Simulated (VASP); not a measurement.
Crystal: GaSb.

```
CELL_PARAMETERS angstrom
0.00000 3.06588 3.06588
3.06588 0.00000 3.06588
3.06588 3.06588 0.00000
ATOMIC_POSITIONS crystal
Ga 0.00000 0.00000 0.00000
Sb 0.25000 0.25000 0.25000
```

Base run:

```yaml
Program: VASP 6.6.1
Functional: LDA
Potentials_or_basis: VASP PAW LDA potentials, release 64 (Ga_d, Sb)
Cutoff: 520 eV
k_mesh: 8 × 8 × 8
Occupations: fermi-dirac, width 0.02 eV
Spin: no spin polarisation
```

Its results: band gap on the k mesh zero (filled and empty bands touch); pressure -1.9 GPa.

Task: The run is repeated on the same cell with these changes: functional from LDA to r2SCAN; potentials or basis from VASP PAW LDA potentials, release 64 (Ga_d, Sb) to VASP PAW PBE potentials, release 64 (Ga_d, Sb). What comes out?

Result: Band gap on the k mesh 0.40 eV, direct; pressure 0.1 GPa.

Caveats: spin-orbit coupling is left out, which moves the levels of the heavy elements; the PAW data sets were made with another functional, which shifts forces and pressure a little (some runs).

A k mesh can miss the band edges.
